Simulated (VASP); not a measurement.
Cr: single point with RPBE

Cr:

```xyz
1
Lattice="2.3559 0.0000 0.0000 0.0000 2.3559 0.0000 0.0000 0.0000 2.3559" Properties=species:S:1:pos:R:3 pbc="T T T"
Cr    0.0000    0.0000    0.0000
```

```yaml
Program: VASP 6.6.1
Task: single point
Functional: RPBE
Potentials_or_basis: VASP PAW PBE potentials, release 64 (Cr_pv)
Cutoff: 520 eV
k_mesh: 22 × 22 × 22
Occupations: fermi-dirac, width 0.05 eV
Spin: collinear spin, ferromagnetic start
Starting_moments: "[1.5] μB"
Dipole_correction: no
Further_INCAR_settings: ALGO = Normal; EDIFF = 1e-06; NBANDS = 16
```

```yaml
Pressure: 0.3 GPa
Band_gap_on_the_k_mesh: zero (filled and empty bands overlap)
Net_moment: 0.00 μB per cell
Valence_electrons_inside_the_program's_atomic_spheres: Cr 11.05
```

Levels at points of the mesh, in eV from the Fermi level:
Spin up:
```
           k point  band 4  band 5  band 6  band 7  band 8  band 9
(0.00, 0.00, 0.00)   -7.29   -3.11   -3.11    2.39    2.39    2.39
(0.50, 0.00, 0.00)   -3.07   -2.37   -0.73    0.50    0.50    2.56
(0.50, 0.50, 0.00)   -4.41   -1.67    0.91    0.91    3.58    6.04
(0.50, 0.50, 0.50)   -2.83   -2.83   -2.83    3.69    3.69    7.55
```
Spin down:
```tsv
k point	band 2	band 3	band 4	band 5	band 6	band 7	band 8	band 9	band 10	band 11
(0.00, 0.00, 0.00)	-42.64	-42.64	-7.29	-3.11	-3.11	2.39	2.39	2.39	7.55	19.34
(0.50, 0.00, 0.00)	-42.55	-42.55	-3.07	-2.37	-0.73	0.50	0.50	2.56	7.02	7.59
(0.50, 0.50, 0.00)	-43.46	-42.47	-4.41	-1.67	0.91	0.91	3.58	6.04	6.04	7.55
(0.50, 0.50, 0.50)	-43.33	-43.33	-2.83	-2.83	-2.83	3.69	3.69	7.55	11.06	13.78
```

Run time: 2.8 min on 1 thread of Intel Xeon 8259CL, with other jobs on the host, peak memory 0.21 GiB.

Caveat: the starting moments collapsed, and a magnetic state may lie lower; the PAW data sets were made with another functional, which shifts forces and pressure a little.
